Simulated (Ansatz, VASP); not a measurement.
One calculation of Ba, two programs

INCAR

```
SYSTEM = Ba
PREC     = Accurate       ! precision mode
ENCUT    = 520            ! plane-wave cutoff, eV
EDIFF    = 1E-6           ! SCF threshold, eV
ISMEAR   = -1             ! smearing method
SIGMA    = 0.1            ! smearing width, eV
LREAL    = .False.        ! projectors in reciprocal space
LASPH    = .True.         ! aspherical terms in the spheres
NELM     = 100            ! most SCF steps
ALGO     = Normal         ! electronic algorithm
ISIF     = 2              ! what is computed and relaxed
LWAVE    = .False.        ! write WAVECAR
LCHARG   = .True.         ! write CHGCAR
GGA      = RE             ! functional
LELF     = .True.         ! ELF
LVHAR    = .True.       
NBANDS   = 11             ! bands
```

The input KPOINTS:

```
regular mesh
0
Gamma
  14 14 14
  0 0 0
```

The input POSCAR:

```
Ba
1.0
   -2.4898335578      2.4898335578      2.4898335578
    2.4898335578     -2.4898335578      2.4898335578
    2.4898335578      2.4898335578     -2.4898335578
Ba
1
Direct
    0.0000000000      0.0000000000      0.0000000000
```

Input for Ansatz:

```yaml
crystal:
  lattice:
    - [-2.4898335542, 2.4898335542, 2.4898335542]
    - [2.4898335542, -2.4898335542, 2.4898335542]
    - [2.4898335542, 2.4898335542, -2.4898335542]
  atoms:
    - { symbol: Ba, position: [0.0, 0.0, 0.0] }
hamiltonian:
  xc: revpbe
  pseudopotentials:
    kind: paw
    azcp:
      Ba: "pseudopotentials/Ba.paw.azcp"
basis:
  ecutwfc: 420
  fft_grid_basis: typed
kpoints:
  mp_grid: { grid: [14, 14, 14], shift: [0, 0, 0] }
magnetization:
  spin_polarized: false
scf:
  occupations: { method: fermi_dirac, width: 0.1 }
output:
  stress: true
```

Alike in both runs: task single point; functional revPBE; k mesh 14 × 14 × 14; occupations fermi-dirac, width 0.1 eV; no spin polarisation.

```csv
,VASP,Ansatz
version,VASP 6.6.1,Ansatz 0.2.0
potentials or method,"VASP PAW PBE potentials, release 64 (Ba_sv), cutoff 520 eV","plane waves (420 eV) with PAW, scalar-relativistic"
valence electrons in the cell,10,10
```

|  | VASP | Ansatz | Ansatz less VASP |
| --- | --- | --- | --- |
| pressure (GPa) | 0.8 | 0.8 | -0.06 |

VASP's potentials were made for PBE, not for revPBE. The functional is the same, so the differences come from potentials, cutoffs and numerics.

Neither program's run includes spin-orbit coupling.
